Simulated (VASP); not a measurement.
Write the native input for VASP 6.6.1 that does the following.

```yaml
Task: density of states
Functional: PBE
Potentials_or_basis: VASP PAW PBE potentials, release 64 (B, P)
Cutoff: 520 eV
k_mesh: 15 × 15 × 15
Occupations: fermi-dirac, width 0.1 eV
Spin: no spin polarisation
Dipole_correction: no
k_mesh_for_the_DOS: 23 × 23 × 23
Occupations_for_the_DOS: tetrahedron
Further_INCAR_settings: ALGO = Normal; EDIFF = 1e-06; NBANDS = 11
```

BP (CsCl type):

```
B P
1.0
     2.22520    0.00000    0.00000
     0.00000    2.22520    0.00000
     0.00000    0.00000    2.22520
B P
1 1
Direct
  0.00000 0.00000 0.00000
  0.50000 0.50000 0.50000
```

This cell differs from its parent crystal: volume scaled by 0.55.

The input as run:

POSCAR

```
BP
1.0
    2.2252002930      0.0000000000      0.0000000000
    0.0000000000      2.2252002930      0.0000000000
    0.0000000000      0.0000000000      2.2252002930
B P
1 1
Direct
    0.0000000000      0.0000000000      0.0000000000
    0.5000000000      0.5000000000      0.5000000000
```

INCAR.step1

```
  PREC = Accurate
  ENCUT = 520
  EDIFF = 1E-6
  ISMEAR = -1
  SIGMA = 0.1
  LREAL = False
  LASPH = True
  NELM = 100
  ALGO = Normal
  ISIF = 2
  LWAVE = False
  LCHARG = True
  GGA = PE
  NBANDS = 11
```

KPOINTS.step1

```
Automatic mesh
0
Gamma
  15 15 15
```

INCAR.step2

```
  PREC = Accurate
  ENCUT = 520
  EDIFF = 1E-6
  ISMEAR = -5
  SIGMA = 0.1
  LREAL = False
  LASPH = True
  NELM = 100
  ALGO = Normal
  ISIF = 2
  LWAVE = False
  LCHARG = False
  GGA = PE
  LORBIT = 11
  NBANDS = 11
  NEDOS = 2001
  ICHARG = 11
```

KPOINTS.step2

```
Automatic mesh
0
Gamma
  23 23 23
```

Potentials or basis: VASP PAW PBE potentials, release 64 (B, P).

Command:

```sh
$ cat potpaw_PBE.64/B/POTCAR potpaw_PBE.64/P/POTCAR > POTCAR
$ cp INCAR.step1 INCAR
$ cp KPOINTS.step1 KPOINTS
$ mpirun -np 1 vasp_std > vasp.out
$ cp INCAR.step2 INCAR
$ cp KPOINTS.step2 KPOINTS
$ mpirun -np 1 vasp_std > vasp.out
```

Results of the run:

The valence electrons inside the program's atomic spheres are B 2.34; P 2.68.

Wall time 16 s on 1 thread of Intel(R) Xeon(R) 6975P-C (Granite Rapids) (shared host), peak memory 0.16 GiB.
